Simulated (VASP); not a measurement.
# IrPd2 (I4/mmm) in VASP: further runs

Runs on IrPd2. Level: PBE. Tasks: single point, relaxation of cell and atoms.

All numbers are computed with VASP 6.6.1; they aren't measurements. Logs are shortened: lines on timing, memory, paths and dates and some standing lists are left out, and cuts for length are marked.

### Step 1. The cell of the first run

Symmetry: I4/mmm, No. 139, tetragonal system. The conventional cell has a = 3.206 Å, b = 3.206 Å, c = 7.865 Å, α = 90.00°, β = 90.00°, γ = 90.00°. Within 3.4 Å of Pd (site symmetry 4mm) lie 9 Pd at 2.60 to 3.21 Å and 5 Ir at 2.61 to 2.63 Å. Within 3.4 Å of Ir (site symmetry 4/mmm) lie 10 Pd at 2.61 to 2.63 Å and 4 Ir at 3.21 Å.

### Step 2. Single point, PBE

INCAR reads:

```
SYSTEM = IrPd2
PREC     = Accurate       ! precision mode
ENCUT    = 520            ! plane-wave cutoff, eV
EDIFF    = 1E-7           ! SCF threshold, eV
ISMEAR   = 0              ! smearing method
SIGMA    = 0.1            ! smearing width, eV
LREAL    = .FALSE.        ! projectors in reciprocal space
LASPH    = .TRUE.         ! aspherical terms in the spheres
NELM     = 80             ! most SCF steps
ALGO     = Normal         ! electronic algorithm
ISIF     = 2              ! what is computed and relaxed
LWAVE    = .FALSE.        ! write WAVECAR
LCHARG   = .FALSE.        ! write CHGCAR
GGA      = PE             ! functional
NBANDS   = 22             ! bands
```

KPOINTS reads:

```
regular mesh
0
G
  8 8 8
  0 0 0
```

POSCAR reads:

```
IrPd2
1.0
   -1.6030713321      1.6030713321      3.9325343615
    1.6030713321     -1.6030713321      3.9325343615
    1.6030713321      1.6030713321     -3.9325343615
Pd Ir
2 1
Direct
    0.6650000000      0.6650000000      0.0000000000
    0.3350000000      0.3350000000      0.0000000000
    0.0000000000      0.0000000000      0.0000000000
```

Potentials or basis: VASP PAW PBE potentials, release 64 (Pd, Ir).

Started as:

```sh
$ cat potpaw_PBE.64/Pd/POTCAR potpaw_PBE.64/Ir/POTCAR > POTCAR
$ mpirun -np 1 vasp_std > vasp.out
```

OUTCAR:

```text
SYSTEM = IrPd2
   PREC = Accurate
   ENCUT = 520
   EDIFF = 1E-7
   ISMEAR = 0
   LREAL = .FALSE.
   LASPH = .TRUE.
   NELM = 80
   ISIF = 2
   GGA = PE

 ion  position               nearest neighbor table
   1  0.665  0.665  0.000-   2 2.60   3 2.61   3 2.61   3 2.61   3 2.61   2 2.63   2 2.63   2 2.63
                             2 2.63   3 2.63
   2  0.335  0.335  0.000-   1 2.60   3 2.61   3 2.61   3 2.61   3 2.61   1 2.63   1 2.63   1 2.63
                             1 2.63   3 2.63
   3  0.000  0.000  0.000-   1 2.61   1 2.61   2 2.61   2 2.61   1 2.61   1 2.61   2 2.61   2 2.61
                             1 2.63   2 2.63

  LATTYP: Found a body centered tetragonal cell.
 ALAT       =     3.2061426642
 C/A-ratio  =     2.4531250000

  Lattice vectors:

 A1 = (  -1.6030713321,   1.6030713321,   3.9325343615)
 A2 = (   1.6030713321,  -1.6030713321,   3.9325343615)
 A3 = (   1.6030713321,   1.6030713321,  -3.9325343615)

Analysis of symmetry for initial positions (statically):
=====================================================================
 Subroutine PRICEL returns:
 Original cell was already a primitive cell.

 Routine SETGRP: Setting up the symmetry group for a
 body centered tetragonal supercell.

 Subroutine GETGRP returns: Found 16 space group operations
 (whereof 16 operations were pure point group operations)
 out of a pool of 16 trial point group operations.

The static configuration has the point symmetry D_4h.

Analysis of symmetry for dynamics (positions and initial velocities):
=====================================================================
 Subroutine PRICEL returns:
 Original cell was already a primitive cell.

 Routine SETGRP: Setting up the symmetry group for a
 body centered tetragonal supercell.

 Subroutine GETGRP returns: Found 16 space group operations
 (whereof 16 operations were pure point group operations)
 out of a pool of 16 trial point group operations.

The dynamic configuration has the point symmetry D_4h.

 Subroutine INISYM returns: Found 16 space group operations
 (whereof 16 operations are pure point group operations),
 and found     1 'primitive' translations

----------------------------------------------------------------------------------------

                                     Primitive cell

  volume of cell :      40.4239

  direct lattice vectors                    reciprocal lattice vectors
    -1.603071332  1.603071332  3.932534362     0.000000000  0.311901280  0.127144471
     1.603071332 -1.603071332  3.932534362     0.311901280  0.000000000  0.127144471
     1.603071332  1.603071332 -3.932534362     0.311901280  0.311901280  0.000000000

  length of vectors
     4.539218203  4.539218203  4.539218203     0.336820612  0.336820612  0.441095020

  position of ions in fractional coordinates (direct lattice)
     0.665000000  0.665000000  0.000000000
     0.335000000  0.335000000  0.000000000
     0.000000000  0.000000000  0.000000000

  ion indices of the primitive-cell ions
   primitive index   ion index
                 1           1
                 2           2
                 3           3

----------------------------------------------------------------------------------------

 KPOINTS: regular mesh

Automatic generation of k-mesh.
 Grid dimensions read from file:
 generate k-points for:    8    8    8

 Generating k-lattice:

  Cartesian coordinates                     Fractional coordinates (reciprocal lattice)
     0.000000000  0.038987660  0.015893059     0.125000000  0.000000000  0.000000000
     0.038987660  0.000000000  0.015893059     0.000000000  0.125000000  0.000000000
     0.038987660  0.038987660  0.000000000     0.000000000  0.000000000  0.125000000

  Length of vectors
     0.042102577  0.042102577  0.055136877

  Shift w.r.t. Gamma in fractional coordinates (k-lattice)
     0.000000000  0.000000000  0.000000000

 Subroutine IBZKPT returns following result:
 ===========================================

 Found     59 irreducible k-points:

 Following reciprocal coordinates:
            Coordinates               Weight
  0.000000  0.000000  0.000000      1.000000
  0.125000  0.000000  0.000000      8.000000
  0.250000  0.000000  0.000000      8.000000
  0.375000 -0.000000  0.000000      8.000000
  0.500000  0.000000  0.000000      4.000000
  0.125000  0.125000  0.000000      8.000000
[... 16 lines left out ...]
  0.250000  0.125000  0.125000     16.000000
  0.375000  0.125000  0.125000      8.000000
 [... further k-points ...]
   k-points           NKPTS =     59   k-points in BZ     NKDIM =     59   number of bands    NBANDS=     22
   number of dos      NEDOS =    301   number of ions     NIONS =      3
   total plane-waves  NPLWV =  46656
   dimension x,y,z NGX =    36 NGY =   36 NGZ =   36
   dimension x,y,z NGXF=    72 NGYF=   72 NGZF=   72
   ions per type =               2   1
   NGX,Y,Z   is equivalent  to a cutoff of  13.18, 13.18, 13.18 a.u.
   NGXF,Y,Z  is equivalent  to a cutoff of  26.37, 26.37, 26.37 a.u.
 SYSTEM =  IrPd2
   PREC   = accura    normal or accurate (medium, high low for compatibility)
   ISTART =      0    job   : 0-new  1-cont  2-samecut
   ICHARG =      2    charge: 1-file 2-atom 10-const
   ISPIN  =      1    spin polarized calculation?
   LNONCOLLINEAR =      F non collinear calculations
   LSORBIT =      F    spin-orbit coupling
   LASPH  =      T    aspherical Exc in radial PAW
   ENCUT  =  520.0 eV  38.22 Ry    6.18 a.u.   8.44  8.44  8.44*2*pi/ulx,y,z
   NELM   =     80;   NELMIN=  2; NELMDL= -5     # of ELM steps
   EDIFF  = 0.1E-06   stopping-criterion for ELM
   LREAL  =      F    real-space projection
   EDIFFG = 0.1E-05   stopping-criterion for IOM
   NSW    =      0    number of steps for IOM
   IBRION =     -1    ionic relax: 0-MD 1-quasi-New 2-CG
   NFREE  =      0    steps in history (QN), initial steepest desc. (CG)
   ISIF   =      2    stress and relaxation
   ISYM   =      2    0-nonsym 1-usesym 2-fastsym
   POTIM  = 0.5000    time-step for ionic-motion
   TEBEG  =    0.0;   TEEND  =   0.0 temperature during run
   PSTRESS=    0.0 pullay stress
   NELECT =      29.0000    total number of electrons
   NUPDOWN=      -1.0000    fix difference up-down
   EMIN   =  10.00;   EMAX   =-10.00  energy-range for DOS
   EFERMI =   0.00;   METHOD = LEGACY
   ISMEAR =     0;   SIGMA  =   0.10  broadening in eV -4-tet -1-fermi 0-gaus
   EFERMI_NEDOS =   21; number of points for ismear=-14 and -15
   IALGO  =     38    algorithm
   IMIX   =      4    mixing-type and parameters
     AMIX     =   0.40;   BMIX     =  1.00
     AMIX_MAG =   1.60;   BMIX_MAG =  1.00
  volume/ion in A,a.u.               =      13.47        90.93
  Fermi-wavevector in a.u.,A,eV,Ry     =   1.465530  2.769450 29.222302  2.147779
  Thomas-Fermi vector in A             =   2.581376
   LORBIT       =      0    0 simple, 1 ext, 2 COOP (PROOUT), +10 PAW based schemes
   GGA     = PE    functional components
   LHFCALC =     F    Hartree Fock is set to
   AEXX    =    0.0000 exact exchange contribution
   IVDW    =     0    specifies the selected vdW correction
   LEPSILON=     F    determine dielectric tensor
   LRPA    =     F    only Hartree local field effects (RPA)
 non-spin polarized calculation
 Gauss-broadening in eV      SIGMA  =   0.10
  energy-cutoff  :      520.00
  volume of cell :       40.42
 maximum number of plane-waves:      1112
 NGX is ok and might be reduce to    36
   NGX = 17   NGY = 17   NGZ = 17

 number of electron      29.0000002 magnetization

 Free energy of the ion-electron system (eV)
  ---------------------------------------------------
  ext. energy  EPLUGINS =         0.00000000
  ---------------------------------------------------
  free energy    TOTEN  =       -18.00771684 eV

  energy without entropy =      -17.98906795  energy(sigma->0) =      -17.99839240

 E-fermi :  11.4836     XC(G=0): -13.9406

 val. band max:       11.4660419978   @ k =  -0.3750   0.3750   0.3750
 cond. band min:      11.4878921550   @ k =   0.2500   0.2500   0.1250
 fundamental gap:      0.0218501572
 Fermi energy:        11.4835515831

 k-point     1 :       0.0000    0.0000    0.0000
  band No.  band energies     occupation
      1       2.1788      2.00000
      2       5.9307      2.00000
      3       6.1073      2.00000
      4       6.4848      2.00000
      5       6.6162      2.00000
      6       6.6643      2.00000
[... 14 lines left out ...]
     21      25.3629      0.00000
     22      25.3629      0.00000

 k-point     2 :       0.1250    0.0000    0.0000
  band No.  band energies     occupation
      1       2.5234      2.00000
      2       5.7187      2.00000
      3       6.1621      2.00000
      4       6.4101      2.00000
      5       6.5739      2.00000
      6       6.9106      2.00000
[... 14 lines left out ...]
     21      23.8197      0.00000
     22      26.1143      0.00000

 k-point     3 :       0.2500    0.0000    0.0000
  band No.  band energies     occupation
      1       3.4634      2.00000
      2       5.3774      2.00000
      3       5.6120      2.00000
      4       6.4647      2.00000
      5       6.5213      2.00000
      6       6.7514      2.00000
[... 14 lines left out ...]
     21      23.8082      0.00000
     22      26.4150      0.00000
[... 476 lines left out ...]
 k-point    23 :       0.2500    0.1250    0.1250
  band No.  band energies     occupation
      1       4.8290      2.00000
      2       5.2113      2.00000
      3       6.0318      2.00000
      4       6.1513      2.00000
      5       6.5110      2.00000
      6       7.1307      2.00000
[... 14 lines left out ...]
     21      23.0957      0.00000
     22      23.4473      0.00000

 k-point    24 :       0.3750    0.1250    0.1250
  band No.  band energies     occupation
      1       5.1292      2.00000
      2       5.4915      2.00000
      3       5.6529      2.00000
      4       5.7194      2.00000
      5       6.7879      2.00000
      6       6.8352      2.00000
[... 14 lines left out ...]
     21      22.0492      0.00000
     22      24.8274      0.00000

 [... further k-points ...]

------------------------ aborting loop because EDIFF is reached ----------------------------------------

  FORCE on cell =-STRESS in cart. coord.  units (eV):
  Direction    XX          YY          ZZ          XY          YZ          ZX
  --------------------------------------------------------------------------------------
  -------------------------------------------------------------------------------------
  Total        8.1344119      8.1344119     10.0259589      0.0000000      0.0000000      0.0000000
  in kB      322.4025971    322.4025971    397.3729413      0.0000000      0.0000000      0.0000000
  external PRESSURE =     347.3927118 kB  Pullay stress =       0.0000000 kB

 VOLUME and BASIS-vectors are now :
 -----------------------------------------------------------------------------
  energy-cutoff  :      520.00
  volume of cell :       40.42
      direct lattice vectors                 reciprocal lattice vectors
    -1.603071332  1.603071332  3.932534362     0.000000000  0.311901280  0.127144471
     1.603071332 -1.603071332  3.932534362     0.311901280  0.000000000  0.127144471
     1.603071332  1.603071332 -3.932534362     0.311901280  0.311901280  0.000000000

 POSITION                                       TOTAL-FORCE (eV/Angst)
 -----------------------------------------------------------------------------------
      0.00000      0.00000      5.23027         0.000000      0.000000      0.046440
      0.00000      0.00000      2.63480         0.000000      0.000000     -0.046440
      0.00000      0.00000      0.00000        -0.000000     -0.000000      0.000000
 -----------------------------------------------------------------------------------
    total drift:                               -0.000000     -0.000000      0.000000

  FREE ENERGIE OF THE ION-ELECTRON SYSTEM (eV)
  ---------------------------------------------------
  free  energy   TOTEN  =       -18.0077168417 eV

  energy  without entropy=      -17.9890679532  energy(sigma->0) =      -17.99839240
```

Run time: 2.3 min. Hardware: 1 thread of Intel Xeon 8259CL, shared host; peak memory 0.24 GiB.

What came out:

```
Free energy            : -18.0077 eV
Pressure               : 34.7 GPa
Largest force          : 0.046 eV/Å
Band gap on the k mesh : zero (an odd number of electrons rules out a gap without spin polarisation)
```

Forces in eV/Å, atoms in the order of the input:
```
Pd   0.000  0.000  0.046
Pd   0.000  0.000 -0.046
Ir   0.000  0.000  0.000
```

Stress tensor (GPa, compression positive):
```
32.24  0.00  0.00
 0.00 32.24  0.00
 0.00  0.00 39.74
```

Caveat: the stress differs along the axes, from 32 to 40 GPa; spin-orbit coupling is left out, which moves the levels of the heavy elements.

(Part 1 of 2 ends here.)

The gap in the log of VASP goes by the Fermi energy; the results here count the filled bands.